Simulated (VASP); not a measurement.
## KMgH3: single point with LDA

The system is KMgH3.

```
CELL_PARAMETERS angstrom
3.92437 0.00000 0.00000
0.00000 3.92437 0.00000
0.00000 0.00000 3.92437
ATOMIC_POSITIONS crystal
K 0.00000 0.00000 0.00000
Mg 0.50000 0.50000 0.50000
H 0.00000 0.50000 0.50000
H 0.50000 0.00000 0.50000
H 0.50000 0.50000 0.00000
```

This cell differs from its parent crystal: strain -0.025 along x and y, -0.025 along z.

- Program: VASP 6.6.1
- Task: single point
- Functional: LDA
- Potentials or basis: VASP PAW LDA potentials, release 64 (K_sv, Mg, H)
- Cutoff: 520 eV
- k mesh: 8 × 8 × 8
- Occupations: gaussian, width 0.05 eV
- Spin: no spin polarisation

* Pressure: -0.6 GPa
* Band gap on the k mesh: 2.31 eV, indirect (least direct gap 4.61 eV)

Levels at points of the mesh, in eV from the valence-band top:
| k point | band 4 | band 5 | band 6 | band 7 | band 8 | band 9 | band 10 | band 11 |
| --- | --- | --- | --- | --- | --- | --- | --- | --- |
| (0.00, 0.00, 0.00) | -12.33 | -5.89 | -0.56 | -0.56 | 5.77 | 5.77 | 5.77 | 8.03 |
| (0.50, 0.00, 0.00) | -12.30 | -4.03 | -3.04 | 0.00 | 5.16 | 5.16 | 5.53 | 7.77 |
| (0.50, 0.50, 0.00) | -12.28 | -3.18 | -2.04 | -2.04 | 3.30 | 6.46 | 6.66 | 6.66 |
| (0.50, 0.50, 0.50) | -12.51 | -2.30 | -2.30 | -2.30 | 2.31 | 5.59 | 5.59 | 5.59 |

It took 12 s on 1 thread of Intel(R) Xeon(R) 6975P-C (Granite Rapids), on a shared host, peak memory 0.17 GiB.

Caveat: the cell differs from its parent crystal (strain -0.025 along x and y, -0.025 along z). A k mesh can miss the band edges.
